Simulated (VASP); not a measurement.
# CuSi16 (a cell with a defect) in VASP: a series of runs, part 2 of 2

VASP 6.6.1. Earlier steps stand in the parts before.

**3. Single point, PBE**

Contents of INCAR:

```
SYSTEM = CuSi16
PREC = Accurate
ENCUT = 520
EDIFF = 1E-6
ISMEAR = 0
SIGMA = 0.05
LREAL = Auto
LASPH = .True.
NELM = 60
ALGO = Normal
ISIF = 2
LWAVE = .False.
LCHARG = .False.
GGA = PE
NELECT = 74.0
NBANDS = 52
```

Contents of KPOINTS:

```
Automatic mesh
0
Gamma
  2 2 2
  0 0 0
```

Contents of POSCAR:

```
CuSi16
1.0
    0.0000000000      5.4300000000      5.4300000000
    5.4300000000      0.0000000000      5.4300000000
    5.4300000000      5.4300000000      0.0000000000
Si Cu
16 1
Direct
   -0.0042302026     -0.0029331492     -0.0043926335
    0.0894338858      0.1379163904      0.1348674033
   -0.0088952118     -0.0014075506      0.5118561694
    0.1309181400      0.1216146409      0.6214474217
   -0.0042587477      0.5117548803     -0.0043920810
    0.1323983425      0.6244379374      0.1188232044
    0.0189859116      0.4941873849      0.4927407919
    0.1307676796      0.6261391344      0.6214875691
    0.4610471455      0.0087578269      0.0221626151
    0.6218536832      0.1209995396      0.1168930939
    0.5030069982     -0.0094427256      0.5066806630
    0.6167668508      0.1161675875      0.6509484346
    0.5049557090      0.5040317680     -0.0124034070
    0.6217972376      0.6408228361      0.1167285451
    0.5027941068      0.5001563536      0.5064966851
    0.6478694291      0.6192029466      0.6136104972
    0.6643624309      0.2758456722      0.2844414365
```

Potentials or basis: VASP PAW PBE potentials, release 64 (Si, Cu).

Command:

```bash
cat potpaw_PBE.64/Si/POTCAR potpaw_PBE.64/Cu/POTCAR > POTCAR
mpirun -np 1 vasp_std > vasp.out
```

OUTCAR:

```text
SYSTEM = CuSi16
   PREC = Accurate
   ENCUT = 520
   EDIFF = 1E-6
   ISMEAR = 0
   LREAL = Auto
   LASPH = .True.
   NELM = 60
   ISIF = 2
   GGA = PE
   NELECT = 74.0

 ion  position               nearest neighbor table
   1  0.996  0.997  0.996-   6 2.34  10 2.34   4 2.35   2 2.35
   2  0.089  0.138  0.135-   9 2.33   1 2.35   5 2.35   3 2.37  17 2.67
   3  0.991  0.999  0.512-   4 2.34   8 2.34  12 2.35   2 2.37
   4  0.131  0.122  0.621-  11 2.33   7 2.34   3 2.34   1 2.35
   5  0.996  0.512  0.996-   6 2.34  14 2.34   8 2.35   2 2.35
   6  0.132  0.624  0.119-  13 2.34   5 2.34   1 2.34   7 2.35
   7  0.019  0.494  0.493-  16 2.33   8 2.34   4 2.34   6 2.35
   8  0.131  0.626  0.621-  15 2.33   7 2.34   3 2.34   5 2.35
   9  0.461  0.009  0.022-  10 2.32  14 2.32   2 2.33  12 2.34
  10  0.622  0.121  0.117-   9 2.32   1 2.34  17 2.35  13 2.40  11 2.45
  11  0.503  0.991  0.507-  16 2.33   4 2.33  12 2.41  10 2.45  17 2.47
  12  0.617  0.116  0.651-   9 2.34   3 2.35  17 2.35  11 2.41  15 2.41
  13  0.505  0.504  0.988-   6 2.34  16 2.35  14 2.40  10 2.40  17 2.53
  14  0.622  0.641  0.117-   9 2.32   5 2.34  17 2.35  13 2.40  15 2.45
[... 209 lines left out ...]
  band No.  band energies     occupation
      1      -5.8943      2.00000
      2      -3.5311      2.00000
      3      -3.5131      2.00000
      4      -3.4875      2.00000
      5      -3.4668      2.00000
      6      -2.0088      2.00000
[... 405 lines left out ...]
     48      10.4744      0.00000
     49      10.4906      0.00000
 [bands above 49 left out]

------------------------ aborting loop because EDIFF is reached ----------------------------------------

  FORCE on cell =-STRESS in cart. coord.  units (eV):
  Direction    XX          YY          ZZ          XY          YZ          ZX
  --------------------------------------------------------------------------------------
  -------------------------------------------------------------------------------------
  Total       -1.3270752     -1.9301250     -1.3606753     -0.0714006      0.1184756      0.7366702
  in kB       -6.6401309     -9.6575402     -6.8082516     -0.3572590      0.5928024      3.6859903
  external PRESSURE =      -7.7019742 kB  Pullay stress =       0.0000000 kB

 VOLUME and BASIS-vectors are now :
 -----------------------------------------------------------------------------
  energy-cutoff  :      520.00
  volume of cell :      320.21
      direct lattice vectors                 reciprocal lattice vectors
     0.000000000  5.430000000  5.430000000    -0.092081031  0.092081031  0.092081031
     5.430000000  0.000000000  5.430000000     0.092081031 -0.092081031  0.092081031
     5.430000000  5.430000000  0.000000000     0.092081031  0.092081031 -0.092081031

 POSITION                                       TOTAL-FORCE (eV/Angst)
 -----------------------------------------------------------------------------------
     10.82022     10.81318     10.82110         0.001894      0.000093     -0.001551
      1.48122      1.21796      1.23451         0.002202     -0.000188     -0.001755
      8.20174      8.16108     10.80406        -0.001208     -0.002258      0.001960
      4.03483      4.08535      1.37125         0.000296      0.004064      0.004061
      8.18498     10.81303      8.18570         0.001017      0.000027     -0.004144
      4.03591      1.36413      4.10962        -0.001658      0.000992      0.005770
[... 9 lines left out ...]
      6.69418      6.84984      6.88020         0.006029     -0.004745     -0.001643
      3.04236      5.15200      5.10533        -0.005543      0.009096      0.005231
 -----------------------------------------------------------------------------------
    total drift:                               -0.001332      0.004693      0.001889

  FREE ENERGIE OF THE ION-ELECTRON SYSTEM (eV)
  ---------------------------------------------------
  free  energy   TOTEN  =       -94.2229786595 eV

  energy  without entropy=      -94.2220161439  energy(sigma->0) =      -94.22249740
```

stdout:

```text
POSCAR found type information on POSCAR SiCu
 POSCAR found :  2 types and      17 ions
 scaLAPACK will be used
 LDA part: xc-table for (Slater+PW92), standard interpolation
 POSCAR, INCAR and KPOINTS ok, starting setup
 FFT: planning ... GRIDC
 FFT: planning ... GRID_SOFT
 FFT: planning ... GRID
 WAVECAR not read
 entering main loop
 the old and the new charge density differ
 old charge density:    75.00000 new   74.00000
    0.225E+01
```

Wall time 6.1 min (1 thread of Intel Xeon Platinum 8488C (Sapphire Rapids), shared host); peak memory 0.49 GiB.

Results:

```yaml
Free_energy: -94.2230 eV
Largest_force: 0.012 eV/Å
```

Forces in eV/Å, atoms in the order of the input:
```
Si   0.002  0.000 -0.002
Si   0.002  0.000 -0.002
Si  -0.001 -0.002  0.002
Si   0.000  0.004  0.004
Si   0.001  0.000 -0.004
Si  -0.002  0.001  0.006
Si   0.001 -0.003 -0.005
Si  -0.002  0.002  0.001
Si  -0.010  0.003  0.004
Si   0.008 -0.001 -0.003
Si  -0.009 -0.006 -0.002
Si   0.008 -0.001 -0.002
Si  -0.005  0.002 -0.003
Si   0.009 -0.002 -0.003
Si  -0.003  0.000  0.005
Si   0.006 -0.005 -0.002
Cu  -0.006  0.009  0.005
```

Caveat: the k points lie up to 0.50 Å⁻¹ apart; the cell carries a net charge on a neutralising background, which shifts energy and pressure; the cell is charged against a uniform background, so pressure and absolute levels hang on convention.
